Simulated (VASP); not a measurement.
# KVF3 (Pm-3m) in VASP: further runs

The runs below take KVF3 through single point, with LDA+U.

Program: VASP 6.6.1. These are calculated values, not measurements. Logs are shortened: lines on timing, memory, paths and dates and some standing lists are left out, and cuts for length are marked.

### Step 1. The cell of the first run

The structure is cubic, space group Pm-3m (No. 221). The conventional cell has a = 4.131 Å, b = 4.131 Å, c = 4.131 Å, α = 90.00°, β = 90.00°, γ = 90.00°. K (site symmetry m-3m) has 12 F at 2.92 Å and 8 V at 3.58 Å within 3.8 Å. V (site symmetry m-3m) has 6 F at 2.07 Å within 2.7 Å. Within 2.7 Å of F (site symmetry 4/mmm) lie 2 V at 2.07 Å.

### Step 2. Single point, LDA+U, collinear spin, ferromagnetic start

File INCAR:

```
ALGO = Normal
EDIFF = 1E-6
ENCUT = 520
GGA = CA
ISIF = 2
ISMEAR = 0
ISPIN = 2
LASPH = T
LCHARG = F
LDAU = T
LDAUJ = 0 0 0
LDAUL = -1 2 -1
LDAUPRINT = 1
LDAUTYPE = 2
LDAUU = 0 3 0
LMAXMIX = 4
LORBIT = 11
LREAL = F
LWAVE = F
MAGMOM = 0 3 0 0 0
NBANDS = 34
NELM = 150
PREC = Accurate
SIGMA = 0.05
```

File KPOINTS:

```
k-points
0
Gamma
  5 5 5
```

File POSCAR:

```
KVF3
1.0
    4.1310003900      0.0000000000      0.0000000000
    0.0000000000      4.1310003900      0.0000000000
    0.0000000000      0.0000000000      4.1310003900
K V F
1 1 3
Direct
    0.0000000000      0.0000000000      0.0000000000
    0.5000000000      0.5000000000      0.5000000000
    0.5000000000      0.5000000000      0.0000000000
    0.0000000000      0.5000000000      0.5000000000
    0.5000000000      0.0000000000      0.5000000000
```

Potentials or basis: VASP PAW LDA potentials, release 64 (K_sv, V_sv, F).

Launch:

```bash
$ cat potpaw_LDA.64/K_sv/POTCAR potpaw_LDA.64/V_sv/POTCAR potpaw_LDA.64/F/POTCAR > POTCAR
$ mpirun -np 1 vasp_std > vasp.out
```

OUTCAR:

```text
EDIFF = 1E-6
   ENCUT = 520
   GGA = CA
   ISIF = 2
   ISMEAR = 0
   ISPIN = 2
   LASPH = T
   LORBIT = 11
   LREAL = F
   NELM = 150
   PREC = Accurate

 ion  position               nearest neighbor table
   1  0.000  0.000  0.000-
   2  0.500  0.500  0.500-   3 2.07   4 2.07   5 2.07   3 2.07   5 2.07   4 2.07
   3  0.500  0.500  0.000-   2 2.07   2 2.07
   4  0.000  0.500  0.500-   2 2.07   2 2.07
   5  0.500  0.000  0.500-   2 2.07   2 2.07

  LATTYP: Found a simple cubic cell.
 ALAT       =     4.1310003900

  Lattice vectors:

 A1 = (   4.1310003900,   0.0000000000,   0.0000000000)
 A2 = (   0.0000000000,   4.1310003900,   0.0000000000)
 A3 = (   0.0000000000,   0.0000000000,   4.1310003900)

Analysis of symmetry for initial positions (statically):
=====================================================================
 Subroutine PRICEL returns:
 Original cell was already a primitive cell.

 Routine SETGRP: Setting up the symmetry group for a
 simple cubic supercell.

 Subroutine GETGRP returns: Found 48 space group operations
 (whereof 48 operations were pure point group operations)
 out of a pool of 48 trial point group operations.

The static configuration has the point symmetry O_h .

Analysis of symmetry for dynamics (positions and initial velocities):
=====================================================================
 Subroutine PRICEL returns:
 Original cell was already a primitive cell.

 Routine SETGRP: Setting up the symmetry group for a
 simple cubic supercell.

 Subroutine GETGRP returns: Found 48 space group operations
 (whereof 48 operations were pure point group operations)
 out of a pool of 48 trial point group operations.

The dynamic configuration has the point symmetry O_h .

Analysis of structural, dynamic, and magnetic symmetry:
=====================================================================
 Subroutine PRICEL returns:
 Original cell was already a primitive cell.

 Routine SETGRP: Setting up the symmetry group for a
 simple cubic supercell.

 Subroutine GETGRP returns: Found 48 space group operations
[... 166 lines left out ...]
  o =  0.9070  v =  0.0000  0.5438  0.0000 -0.8392  0.0000  0.0000  0.0000  0.0000  0.0000  0.0000      0.0000  0.0000  0.0000  0.0000  0.0000  0.0000  0.0000  0.0000  0.0000  0.0000
  o =  0.9070  v =  0.0000 -0.8392 -0.0000 -0.5438 -0.0000  0.0000  0.0000  0.0000  0.0000  0.0000      0.0000  0.0000  0.0000  0.0000  0.0000  0.0000  0.0000  0.0000  0.0000  0.0000
  o =  0.9070  v =  1.0000  0.0000  0.0000  0.0000  0.0000  0.0000  0.0000  0.0000  0.0000  0.0000      0.0000  0.0000  0.0000  0.0000  0.0000  0.0000  0.0000  0.0000  0.0000  0.0000

 number of electron      43.0000019 magnetization       2.9999798

 Free energy of the ion-electron system (eV)
  ---------------------------------------------------
  ext. energy  EPLUGINS =         0.00000000
  ---------------------------------------------------
  free energy    TOTEN  =       -29.84602464 eV

  energy without entropy =      -29.84602464  energy(sigma->0) =      -29.84602464

 E-fermi :   3.8278     XC(G=0): -10.4014

 val. band max:        3.4659989404   @ k =   0.4000   0.4000   0.4000
 cond. band min:       4.9416084883   @ k =   0.0000   0.0000   0.0000
 fundamental gap:      1.4756095479
 Fermi energy:         3.8278186043

 spin component 1

 k-point     1 :       0.0000    0.0000    0.0000
  band No.  band energies     occupation
      1     -60.1545      1.00000
      2     -34.4970      1.00000
      3     -34.4970      1.00000
      4     -34.4970      1.00000
      5     -26.9508      1.00000
      6     -21.1407      1.00000
[... 349 lines left out ...]
     32      12.5872      0.00000
     33      13.1704      0.00000
 Fermi energy:         3.8278186043

 spin component 2

 k-point     1 :       0.0000    0.0000    0.0000
  band No.  band energies     occupation
      1     -57.6709      1.00000
      2     -32.0832      1.00000
      3     -32.0832      1.00000
      4     -32.0832      1.00000
      5     -26.9484      1.00000
      6     -21.0618      1.00000
[... 349 lines left out ...]
     32      12.7780      0.00000
     33      13.4161      0.00000
 [bands above 33 left out]

------------------------ aborting loop because EDIFF is reached ----------------------------------------

  FORCE on cell =-STRESS in cart. coord.  units (eV):
  Direction    XX          YY          ZZ          XY          YZ          ZX
  --------------------------------------------------------------------------------------
  -------------------------------------------------------------------------------------
  Total       -1.5435365     -1.5435365     -1.5435365     -0.0000000     -0.0000000      0.0000000
  in kB      -35.0801781    -35.0801781    -35.0801781     -0.0000000     -0.0000000      0.0000000
  external PRESSURE =     -35.0801781 kB  Pullay stress =       0.0000000 kB

 VOLUME and BASIS-vectors are now :
 -----------------------------------------------------------------------------
  energy-cutoff  :      520.00
  volume of cell :       70.50
      direct lattice vectors                 reciprocal lattice vectors
     4.131000390  0.000000000  0.000000000     0.242072115  0.000000000  0.000000000
     0.000000000  4.131000390  0.000000000     0.000000000  0.242072115  0.000000000
     0.000000000  0.000000000  4.131000390     0.000000000  0.000000000  0.242072115

 POSITION                                       TOTAL-FORCE (eV/Angst)
 -----------------------------------------------------------------------------------
      0.00000      0.00000      0.00000         0.000000      0.000000      0.000000
      2.06550      2.06550      2.06550         0.000000      0.000000      0.000000
      2.06550      2.06550      0.00000         0.000000      0.000000      0.000000
      0.00000      2.06550      2.06550         0.000000      0.000000      0.000000
      2.06550      0.00000      2.06550         0.000000      0.000000      0.000000
 -----------------------------------------------------------------------------------
    total drift:                                0.000000     -0.000000     -0.000000

  FREE ENERGIE OF THE ION-ELECTRON SYSTEM (eV)
  ---------------------------------------------------
  free  energy   TOTEN  =       -29.8460246365 eV

  energy  without entropy=      -29.8460246365  energy(sigma->0) =      -29.84602464

 total charge

# of ion       s       p       d       tot
------------------------------------------
    1        1.950   5.559   0.023   7.533
    2        2.141   6.126   3.134  11.401
    3        1.720   4.361   0.000   6.082
    4        1.720   4.361   0.000   6.082
    5        1.720   4.361   0.000   6.082
--------------------------------------------------
tot          9.252  24.769   3.157  37.178

 magnetization (x)

# of ion       s       p       d       tot
------------------------------------------
    1       -0.000   0.000   0.002   0.002
    2        0.009   0.009   2.678   2.696
    3       -0.001   0.020   0.000   0.019
    4       -0.001   0.020   0.000   0.019
    5       -0.001   0.020   0.000   0.019
--------------------------------------------------
tot          0.005   0.069   2.680   2.754
```

OSZICAR:

```text
N       E                     dE             d eps       ncg     rms          rms(c)
DAV:   1     0.479990334283E+03    0.47999E+03   -0.24250E+04  1360   0.132E+03
DAV:   2    -0.298184446803E+01   -0.48297E+03   -0.46165E+03  1508   0.412E+02
DAV:   3    -0.299667151240E+02   -0.26985E+02   -0.26661E+02  1632   0.103E+02
DAV:   4    -0.306280026060E+02   -0.66129E+00   -0.65916E+00  2082   0.139E+01
DAV:   5    -0.306336739674E+02   -0.56714E-02   -0.56683E-02  1638   0.113E+00    0.168E+01
DAV:   6    -0.295622056033E+02    0.10715E+01   -0.11529E+01  1538   0.249E+01    0.898E+00
DAV:   7    -0.297863391162E+02   -0.22413E+00   -0.10320E+00  1542   0.848E+00    0.640E+00
DAV:   8    -0.298259990104E+02   -0.39660E-01   -0.19368E-01  1718   0.297E+00    0.318E+00
DAV:   9    -0.298387574500E+02   -0.12758E-01   -0.30532E-02  1716   0.128E+00    0.808E-01
DAV:  10    -0.298459215029E+02   -0.71641E-02   -0.11389E-02  1680   0.727E-01    0.231E-01
DAV:  11    -0.298459888151E+02   -0.67312E-04   -0.83668E-04  1672   0.205E-01    0.981E-02
DAV:  12    -0.298460172110E+02   -0.28396E-04   -0.12110E-04  1742   0.848E-02    0.489E-02
DAV:  13    -0.298460203315E+02   -0.31205E-05   -0.16834E-05  1788   0.279E-02    0.285E-02
DAV:  14    -0.298460245243E+02   -0.41928E-05   -0.38791E-06  1576   0.127E-02    0.518E-03
DAV:  15    -0.298460246365E+02   -0.11220E-06   -0.98473E-07  1178   0.715E-03
   1 F= -.29846025E+02 E0= -.29846025E+02  d E =-.350258E-25  mag=     3.0000
```

It took 21 s on 1 thread of Intel Xeon Platinum 8488C (Sapphire Rapids), shared host; peak memory 0.18 GiB.

Results:

- Free energy: -29.8460 eV
- Pressure: -3.5 GPa
- Band gap on the k mesh: 1.48 eV, indirect (least direct gap 2.62 eV)
- Net moment: 3.00 μB per cell
- Site moments: K +0.00; V +2.70; F +0.02 μB
- Valence electrons inside the program's atomic spheres: K 7.53; V 11.40; F 6.08

Eigenvalues of the final occupation matrices:
| site | spin | trace | eigenvalues |
| --- | --- | --- | --- |
| site 2 d | 1 | 2.92 | 0.10 0.10 0.91 0.91 0.91 |
| site 2 d | 2 | 0.23 | 0.02 0.02 0.02 0.09 0.09 |

A k mesh can miss the band edges. The state reached can hang on the start; a lower one may exist.

### Step 3. Single point, LDA+U, collinear spin, ferromagnetic start

File INCAR:

```
SYSTEM = KVF3
  PREC = Accurate
  ENCUT = 520
  EDIFF = 1E-6
  ISMEAR = 0
  SIGMA = 0.05
  LREAL = .FALSE.
  LASPH = .TRUE.
  NELM = 150
  ALGO = Normal
  ISIF = 2
  LWAVE = .FALSE.
  LCHARG = .FALSE.
  ISPIN = 2
  MAGMOM = 0 2.44 0.03 0.03 0.03
  LORBIT = 11
  LMAXMIX = 4
  LDAU = .TRUE.
  LDAUTYPE = 2
  LDAUL = -1 2 -1
  LDAUU = 0 3 0
  LDAUJ = 0 0 0
  LDAUPRINT = 1
  NBANDS = 34
```

File KPOINTS:

```
regular mesh
0
G
  5 5 5
  0 0 0
```

POSCAR is that of step 2.

Potentials or basis: VASP PAW LDA potentials, release 64 (K_sv, V_sv, F).

Launch:

```bash
$ cat potpaw_LDA.64/K_sv/POTCAR potpaw_LDA.64/V_sv/POTCAR potpaw_LDA.64/F/POTCAR > POTCAR
$ mpirun -np 1 vasp_std > vasp.out
```

Wall time 19 s (1 thread of Intel Xeon Platinum 8488C (Sapphire Rapids), shared host); peak memory 0.18 GiB.

Results (log left out):

```yaml
Free_energy: -29.8460 eV
Pressure: -3.5 GPa
Band_gap_on_the_k_mesh: 1.48 eV, indirect (least direct gap 2.62 eV)
Net_moment: 3.00 μB per cell
Site_moments: K +0.00; V +2.70; F +0.02 μB
Valence_electrons_inside_the_program's_atomic_spheres: K 7.53; V 11.40; F 6.08
```

Levels at points of the mesh, in eV from the valence-band top:
Spin up:
```tsv
k point	band 20	band 21	band 22	band 23	band 24	band 25	band 26	band 27
(0.00, 0.00, 0.00)	-5.54	-1.14	-1.14	-1.14	1.48	2.50	2.50	4.69
```
Spin down:
| k point | band 18 | band 19 | band 20 | band 21 | band 22 | band 23 |
| --- | --- | --- | --- | --- | --- | --- |
| (0.00, 0.00, 0.00) | -5.47 | -5.47 | -5.47 | 1.73 | 3.28 | 3.28 |

Eigenvalues of the final occupation matrices:
| site | spin | trace | eigenvalues |
| --- | --- | --- | --- |
| site 2 d | 1 | 2.92 | 0.10 0.10 0.91 0.91 0.91 |
| site 2 d | 2 | 0.23 | 0.02 0.02 0.02 0.09 0.09 |

A k mesh can miss the band edges. The state reached can hang on the start; a lower one may exist.

### Step 4. Single point, LDA+U, collinear spin, ferromagnetic start

File INCAR:

```
  PREC = Accurate
  ENCUT = 520
  EDIFF = 1E-7
  ISMEAR = 0
  SIGMA = 0.05
  LREAL = False
  LASPH = True
  NELM = 150
  ALGO = Normal
  ISIF = 2
  LWAVE = False
  LCHARG = False
  ISPIN = 2
  MAGMOM = 0 3 0 0 0
  LORBIT = 11
  LMAXMIX = 4
  LDAU = True
  LDAUTYPE = 2
  LDAUL = -1 2 -1
  LDAUU = 0 3 0
  LDAUJ = 0 0 0
  LDAUPRINT = 1
  NBANDS = 34
```

File KPOINTS:

```
Automatic mesh
0
Gamma
  5 5 5
```

POSCAR is that of step 3.

Launch:

```bash
$ cat potpaw_LDA.64/K_sv/POTCAR potpaw_LDA.64/V_sv/POTCAR potpaw_LDA.64/F/POTCAR > POTCAR
$ mpirun -np 1 vasp_std > vasp.out
```

Wall time 21 s (1 thread of Intel Xeon Platinum 8488C (Sapphire Rapids), shared host); peak memory 0.18 GiB.

Results (log left out):

* Free energy: -29.8460 eV
* Pressure: -3.5 GPa
* Band gap on the k mesh: 1.48 eV, indirect (least direct gap 2.62 eV)
* Net moment: 3.00 μB per cell
* Site moments: K +0.00; V +2.70; F +0.02 μB
* Valence electrons inside the program's atomic spheres: K 7.53; V 11.40; F 6.08

Levels at points of the mesh, in eV from the valence-band top:
Spin up:
| k point | band 20 | band 21 | band 22 | band 23 | band 24 | band 25 | band 26 | band 27 |
| --- | --- | --- | --- | --- | --- | --- | --- | --- |
| (0.00, 0.00, 0.00) | -5.53 | -1.14 | -1.14 | -1.14 | 1.48 | 2.50 | 2.50 | 4.69 |
Spin down:
| k point | band 16 | band 17 | band 18 | band 19 | band 20 | band 21 | band 22 | band 23 | band 24 | band 25 |
| --- | --- | --- | --- | --- | --- | --- | --- | --- | --- | --- |
| (0.00, 0.00, 0.00) | -5.66 | -5.66 | -5.47 | -5.47 | -5.47 | 1.73 | 3.28 | 3.28 | 3.28 | 3.95 |

Eigenvalues of the final occupation matrices:
```
    site  spin  trace               eigenvalues
site 2 d     1   2.92  0.10 0.10 0.91 0.91 0.91
site 2 d     2   0.23  0.02 0.02 0.02 0.09 0.09
```

A k mesh can miss the band edges. The state reached can hang on the start; a lower one may exist.
